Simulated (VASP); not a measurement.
## Pt: relaxation of cell and atoms with PBEsol

The system is Pt.

```
CELL_PARAMETERS angstrom
0.00000 1.95904 1.95904
1.95904 0.00000 1.95904
1.95904 1.95904 0.00000
ATOMIC_POSITIONS crystal
Pt 0.00000 0.00000 0.00000
```

| Quantity | Value |
| --- | --- |
| Program | VASP 6.6.1 |
| Task | relaxation of cell and atoms |
| Functional | PBEsol |
| Potentials or basis | VASP PAW PBE potentials, release 64 (Pt) |
| Cutoff | 600 eV |
| k mesh | 20 × 20 × 20 |
| Occupations | fermi-dirac, width 0.15 eV |
| Spin | no spin polarisation |
| Dipole correction | no |
| Further INCAR settings | ALGO = Normal; EDIFF = 1e-07; IBRION = 2; EDIFFG = -0.001; NSW = 80; ISIF = 3 |

```
Relaxed volume                         : 15.06 Å³/atom
Relaxed cell                           : a = 2.772 Å, b = 2.772 Å, c = 2.772 Å, α = 60.00°, β = 60.00°, γ = 60.00°
Space group after relaxing (to 0.05 Å) : Fm-3m (No. 225)
Energy gained by relaxing              : 0.0 meV/atom
Ionic steps                            : 3
Pressure after relaxing                : 0.0 GPa
Band gap on the k mesh                 : zero (band 5 reaches 11.62 eV, above the bottom of band 6 at 9.38 eV)
```

Final structure:
```xyz
1
Lattice="0.0000 1.9601 1.9601 1.9601 0.0000 1.9601 1.9601 1.9601 0.0000" Properties=species:S:1:pos:R:3 pbc="T T T"
Pt    0.0000    0.0000    0.0000
```

Levels at points of the mesh, in eV from the Fermi level:
| k point | band 3 | band 4 | band 5 | band 6 | band 7 | band 8 |
| --- | --- | --- | --- | --- | --- | --- |
| (0.00, 0.00, 0.00) | -3.84 | -3.84 | -1.66 | -1.66 | 14.60 | 19.56 |
| (0.50, 0.00, 0.00) | -3.90 | -0.58 | 0.02 | 0.02 | 5.79 | 14.15 |
| (0.50, 0.50, 0.00) | -0.01 | 0.47 | 0.47 | 1.68 | 8.82 | 11.31 |

Run time: 67 s on 1 thread of AMD EPYC 9R45 96-Core Processor (Zen 5), with other jobs on the host, peak memory 0.15 GiB.

Caveat: the PAW data sets were made with another functional, which shifts forces and pressure a little; spin-orbit coupling is left out, which moves the levels of the heavy elements.
